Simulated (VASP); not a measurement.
The system is HfN (rocksalt type).

```xyz
2
Lattice="0.0000 2.1544 2.1544 2.1544 0.0000 2.1544 2.1544 2.1544 0.0000" Properties=species:S:1:pos:R:3 pbc="T T T"
Hf    0.0000    0.0000    0.0000
N     2.1544    2.1544    2.1544
```

```yaml
Program: VASP 6.6.1
Task: relaxation of cell and atoms
Functional: PBEsol
Potentials_or_basis: VASP PAW PBE potentials, release 64 (Hf_pv, N)
Cutoff: 600 eV
k_mesh: 15 × 15 × 15
Occupations: fermi-dirac, width 0.08 eV
Spin: no spin polarisation
```

At the start: pressure 47.1 GPa; volume 10.00 Å³/atom.

Problem. Where does the relaxation end?

Solution. Over 20 steps the energy falls by 173.5 meV/atom and the volume is 11.32 Å³/atom (+13.2 %); space group Fm-3m (No. 225, to 0.05 Å).

The path:
```
step  energy change (eV)  largest force (eV/Å)  pressure (GPa)  volume (Å³)
   1              0.0000                0.0000           47.12        20.00
   2              0.9102                0.0000          -44.24        29.78
   3             -0.3439                0.0000           -3.42        22.91
   4             -0.3469                0.0000           -0.56        22.68
   5             -0.3469                0.0000            0.15        22.62
   6             -0.3469                0.0000            0.16        22.62
   7             -0.3469                0.0000            0.16        22.62
   8             -0.3469                0.0000            0.15        22.62
   9             -0.3469                0.0000            0.15        22.62
  10             -0.3469                0.0000            0.15        22.62
  11             -0.3469                0.0000            0.15        22.62
  12             -0.3469                0.0000            0.15        22.62
  13             -0.3469                0.0000            0.15        22.62
  14             -0.3469                0.0000            0.15        22.62
  15             -0.3469                0.0000            0.15        22.62
  16             -0.3469                0.0000            0.15        22.62
  17             -0.3469                0.0000            0.15        22.62
  18             -0.3469                0.0000            0.15        22.62
  19             -0.3469                0.0000            0.14        22.63
  20             -0.3469                0.0000            0.04        22.63
```

Final structure:
```yaml
crystal:
  lattice:
    - [0.00000, 2.24507, 2.24507]
    - [2.24507, 0.00000, 2.24507]
    - [2.24507, 2.24507, 0.00000]
  atoms:
    - { symbol: Hf, position: [0.00000, 0.00000, 0.00000] }
    - { symbol: N, position: [0.50000, 0.50000, 0.50000] }
```

Caveat: the PAW data sets were made with another functional, which shifts forces and pressure a little.
